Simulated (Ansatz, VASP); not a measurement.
**W: VASP beside Ansatz**

The input POSCAR:

```
W
1.0
    0.0000000000      2.0567135898      2.0567135898
    2.0567135898      0.0000000000      2.0567135898
    2.0567135898      2.0567135898      0.0000000000
W
1
Direct
    0.0000000000      0.0000000000      0.0000000000
```

The input INCAR.step1:

```
SYSTEM = W
PREC = Accurate ; ENCUT = 520
EDIFF = 1E-5 ; ISMEAR = -1
SIGMA = 0.05 ; LREAL = .FALSE.
LASPH = .TRUE. ; NELM = 60
ALGO = Normal ; ISIF = 2
LWAVE = .TRUE. ; LCHARG = .FALSE.
NBANDS = 13 ; GGA = PE
```

The input INCAR.step2:

```
SYSTEM = W
PREC = Accurate ; ENCUT = 520
EDIFF = 1E-7 ; ISMEAR = -1
SIGMA = 0.05 ; LREAL = .FALSE.
LASPH = .TRUE. ; NELM = 60
ALGO = Normal ; ISIF = 2
LWAVE = .FALSE. ; LCHARG = .FALSE.
GGA = PE ; LHFCALC = .TRUE.
HFSCREEN = 0.2079 ; PRECFOCK = Normal
NBANDS = 13 ; ISTART = 1
```

The input KPOINTS:

```
regular mesh
0
G
  6 6 6
  0 0 0
```

The input input:

```
crystal:
  lattice:
    - [0.0, 2.0567135898, 2.0567135898]
    - [2.0567135898, 0.0, 2.0567135898]
    - [2.0567135898, 2.0567135898, 0.0]
  atoms:
    - { symbol: W, position: [0.0, 0.0, 0.0] }
hamiltonian:
  xc: hse06
  pseudopotentials: { kind: paw }
kpoints:
  mp_grid: { grid: [6, 6, 6] }
scf:
  occupations: { method: fermi_dirac, width: 0.05 }
output:
  forces: true
  stress: true
  eigenvalues: true
```

Alike in both runs: task single point; functional HSE06; k mesh 6 × 6 × 6; occupations fermi-dirac, width 0.05 eV; no spin polarisation.

```csv
,VASP,Ansatz
version,VASP 6.6.1,Ansatz 0.2.0
potentials or method,"VASP PAW PBE potentials, release 64 (W_sv)",Ansatz PAW
plane-wave cutoff (eV),520,420
valence electrons in the cell,14,14
```

```csv
,VASP,Ansatz,Ansatz less VASP
gap on the k mesh at the Fermi level (eV),none,none,-
pressure (GPa),-19.6,-19.1,+0.47
```

A gap of «none» marks a metal or a gap that the smearing closes. The functional is the same, so the differences come from potentials, cutoffs and numerics.

The k mesh is coarse, so the values compare programs but aren't converged. Spin-orbit coupling is off throughout.
